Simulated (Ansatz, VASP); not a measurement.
**GaAs: VASP beside Ansatz**

File INCAR:

```
SYSTEM = GaAs
PREC     = Accurate       ! precision mode
ENCUT    = 600            ! plane-wave cutoff, eV
EDIFF    = 1E-6           ! SCF threshold, eV
ISMEAR   = 0              ! smearing method
SIGMA    = 0.01           ! smearing width, eV
LREAL    = .FALSE.        ! projectors in reciprocal space
LASPH    = .TRUE.         ! aspherical terms in the spheres
NELM     = 100            ! most SCF steps
ALGO     = Normal         ! electronic algorithm
ISIF     = 3              ! what is computed and relaxed
LWAVE    = .FALSE.        ! write WAVECAR
LCHARG   = .FALSE.        ! write CHGCAR
GGA      = PE             ! functional
IVDW     = 12             ! dispersion correction
IBRION   = 2              ! ionic algorithm
NSW      = 100            ! ionic steps
EDIFFG   = -0.002         ! ionic threshold
```

File KPOINTS:

```
Automatic mesh
0
G
  10 10 10
  0 0 0
```

File POSCAR:

```
GaAs
1.0
    0.0000000000      2.8750910500      2.8750910500
    2.8750910500      0.0000000000      2.8750910500
    2.8750910500      2.8750910500      0.0000000000
Ga As
1 1
Direct
    0.0000000000      0.0000000000      0.0000000000
    0.7500000000      0.7500000000      0.7500000000
```

Input for Ansatz:

```yaml
crystal:
  lattice:
    - [0.0, 2.87509105, 2.87509105]
    - [2.87509105, 0.0, 2.87509105]
    - [2.87509105, 2.87509105, 0.0]
  atoms:
    - { symbol: Ga, position: [0.0, 0.0, 0.0] }
    - { symbol: As, position: [0.75, 0.75, 0.75] }
basis:
  ecutwfc: 420
kpoints:
  mp_grid: { grid: [10, 10, 10] }
hamiltonian:
  xc: pbe
  dispersion: d3bj
  pseudopotentials: { kind: paw, azcp: { folder: soft_1 } }
scf:
  occupations: { method: gaussian, width: 0.01 }
output:
  forces: true
  stress: true
  eigenvalues: true
  write_density: true
  write_potential: true
  elf: true
  volumetric_format: npy
relax:
  adjacent_minimum: "off"
  f_tol: 0.002
  max_steps: 80
  cell: { stress_tol: 0.02 }
```

Alike in both runs: task relaxation of cell and atoms; functional PBE; dispersion D3(BJ); k mesh 10 × 10 × 10; occupations gaussian, width 0.01 eV; no spin polarisation.

```csv
,VASP,Ansatz
version,VASP 6.6.1,Ansatz 0.2.0
potentials or method,"VASP PAW PBE potentials, release 64 (Ga_d, As), cutoff 600 eV","scalar-relativistic, plane waves, PAW"
valence electrons in the cell,18,28
```

Ansatz gave:

- gap on the k mesh at the Fermi level, each at its own relaxed structure (eV): 0.43
- relaxed volume (Å³/atom): 22.86
- relaxed cell length with the largest relative difference (Å): 4.014

Task: Which values does VASP return?

Result: gap on the k mesh at the Fermi level, each at its own relaxed structure (eV): 0.41; relaxed volume (Å³/atom): 22.92; relaxed cell length with the largest relative difference (Å): 4.017.

VASP's potentials hold 18 valence electrons a cell and Ansatz's 28, so a difference there can come from the potentials and not from the codes.
